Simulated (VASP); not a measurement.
A run of VASP 6.6.1 is set up as follows.

The input INCAR:

```
ALGO = Normal
EDIFF = 1E-6
ENCUT = 500
GGA_COMPAT = F
ISIF = 2
ISMEAR = 0
LASPH = T
LCHARG = T
LELF = T
LREAL = F
LVHAR = T
LWAVE = F
NBANDS = 15
NELM = 120
PREC = Accurate
SIGMA = 0.05
```

The input KPOINTS:

```
k-points
0
Gamma
  7 7 7
```

File POSCAR:

```
YSb
1.0
    0.0000000000      3.0425322369      3.0425322369
    3.0425322369      0.0000000000      3.0425322369
    3.0425322369      3.0425322369      0.0000000000
Y Sb
1 1
Direct
    0.5000000000      0.5000000000      0.5000000000
    0.0000000000      0.0000000000      0.0000000000
```

Potentials or basis: VASP PAW LDA potentials, release 64 (Y_sv, Sb).

The run is started by

```bash
$ cat potpaw_LDA.64/Y_sv/POTCAR potpaw_LDA.64/Sb/POTCAR > POTCAR
$ mpirun -np 1 vasp_std > vasp.out
```

Problem. Predict the pressure.

Solution. -0.6 GPa.

Problem. Estimate the band gap on the k mesh.

Solution. Zero (bands 8 and 9 overlap by 1.35 eV).

Caveat: spin-orbit coupling is left out, which moves the levels of the heavy elements.
